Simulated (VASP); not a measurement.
A run of VASP 6.6.1:

POSCAR

```
BaTe
1.0
    0.0000000000      3.4768797245      3.4768797245
    3.4768797245      0.0000000000      3.4768797245
    3.4768797245      3.4768797245      0.0000000000
Ba Te
1 1
Direct
    0.0000000000      0.0000000000      0.0000000000
    0.5000000000      0.5000000000      0.5000000000
```

INCAR.step1

```
SYSTEM = BaTe
PREC     = Accurate       ! precision mode
ENCUT    = 520            ! plane-wave cutoff, eV
ISMEAR   = -1             ! smearing method
SIGMA    = 0.05           ! smearing width, eV
LREAL    = .False.        ! projectors in reciprocal space
LASPH    = .True.         ! aspherical terms in the spheres
NELM     = 60             ! most SCF steps
NBANDS   = 15             ! bands
GGA      = PE             ! functional
ALGO     = Normal         ! electronic algorithm
EDIFF    = 1E-4           ! SCF threshold, eV
LWAVE    = .True.         ! write WAVECAR
LCHARG   = .False.        ! write CHGCAR
```

Contents of INCAR.step2:

```
SYSTEM = BaTe
PREC     = Accurate       ! precision mode
ENCUT    = 520            ! plane-wave cutoff, eV
EDIFF    = 1E-7           ! SCF threshold, eV
ISMEAR   = -1             ! smearing method
SIGMA    = 0.05           ! smearing width, eV
LREAL    = .False.        ! projectors in reciprocal space
LASPH    = .True.         ! aspherical terms in the spheres
NELM     = 60             ! most SCF steps
ALGO     = Normal         ! electronic algorithm
ISIF     = 2              ! what is computed and relaxed
LWAVE    = .False.        ! write WAVECAR
LCHARG   = .False.        ! write CHGCAR
METAGGA  = R2SCAN         ! meta-GGA
LMIXTAU  = .True.       
NBANDS   = 15             ! bands
ISTART   = 1
```

File KPOINTS:

```
Automatic mesh
0
Gamma
  7 7 7
  0 0 0
```

Potentials or basis: VASP PAW PBE potentials, release 64 (Ba_sv, Te).

The run is started by

```sh
$ cat potpaw_PBE.64/Ba_sv/POTCAR potpaw_PBE.64/Te/POTCAR > POTCAR
$ cp INCAR.step1 INCAR
$ mpirun -np 1 vasp_std > vasp.out
$ cp INCAR.step2 INCAR
$ mpirun -np 1 vasp_std > vasp.out
```

Hardware: 1 thread of Intel(R) Xeon(R) 6975P-C (Granite Rapids), with other jobs on the host.

Question: Estimate the wall time of this run.

Answer: It took 58 s on 1 thread of Intel(R) Xeon(R) 6975P-C (Granite Rapids), with other jobs on the host, peak memory 0.26 GiB. Counts: k points 20.
